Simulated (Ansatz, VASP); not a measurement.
# PIr in VASP and in Ansatz

```
Ir P
1.0
     0.00000    2.46480    2.46480
     2.46480    0.00000    2.46480
     2.46480    2.46480    0.00000
Ir P
1 1
Direct
  0.00000 0.00000 0.00000
  0.50000 0.50000 0.50000
```

Alike in both runs: functional PBE; k mesh 13 × 13 × 13; occupations fermi-dirac, width 0.05 eV; no spin polarisation.

Ansatz relaxed the structure, and its values are those at the end. VASP's run is a single point on that final structure, the one shown.

|  | VASP | Ansatz |
| --- | --- | --- |
| version | VASP 6.6.1 | Ansatz 0.2.0 |
| potentials or method | VASP PAW PBE potentials, release 64 (Ir, P) | PAW with Ansatz's default frozen-core files, scalar-relativistic |
| plane-wave cutoff (eV) | 520 | 420 |
| valence electrons in the cell | 14 | 22 |

```tsv
	VASP	Ansatz	Ansatz less VASP
pressure (GPa)	0.4	0.0	-0.42
```

With one functional, cell and mesh, what is left measures potentials, basis and numerics. VASP's potentials hold 14 valence electrons a cell and Ansatz's 22, so a difference there can come from the potentials and not from the codes.

Spin-orbit coupling is off throughout.
